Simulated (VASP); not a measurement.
Ni:

```
Ni
1.0
     0.00000    1.73757    1.73757
     1.73757    0.00000    1.73757
     1.73757    1.73757    0.00000
Ni
1
Direct
  0.00000 0.00000 0.00000
```

| Property | Result |
| --- | --- |
| Program | VASP 6.6.1 |
| Task | relaxation of cell and atoms |
| Functional | RPBE |
| Dispersion | D3(BJ) |
| Potentials or basis | VASP PAW PBE potentials, release 64 (Ni) |
| Cutoff | 600 eV |
| k mesh | 13 × 13 × 13 |
| Occupations | fermi-dirac, width 0.05 eV |
| Spin | collinear spin, ferromagnetic start |
| Starting moments | [1.0] μB |

At the start: pressure -21.0 GPa; volume 10.49 Å³/atom.

Problem. How do energy, volume and symmetry change on relaxing?

Solution. Over 7 steps the energy falls by 66.2 meV/atom and the volume is 9.57 Å³/atom (-8.8 %); space group Fm-3m (No. 225, to 0.05 Å); moment 0.62 μB per cell.

Step by step:
```
step  energy change (eV)  largest force (eV/Å)  pressure (GPa)  volume (Å³)
   1              0.0000                0.0000          -20.97        10.49
   2              0.0552                0.0000           42.32         8.54
   3             -0.0662                0.0000           -0.61         9.59
   4             -0.0662                0.0000           -0.10         9.57
   5             -0.0662                0.0000            0.44         9.56
   6             -0.0662                0.0000           -0.53         9.59
   7             -0.0662                0.0000            0.04         9.57
```

Final structure:
```
CELL_PARAMETERS angstrom
0.00000 1.68503 1.68503
1.68503 0.00000 1.68503
1.68503 1.68503 0.00000
ATOMIC_POSITIONS crystal
Ni 0.00000 0.00000 0.00000
```

Caveat: the PAW data sets were made with another functional, which shifts forces and pressure a little; pairwise dispersion overbinds metals, which lowers pressure and volume.
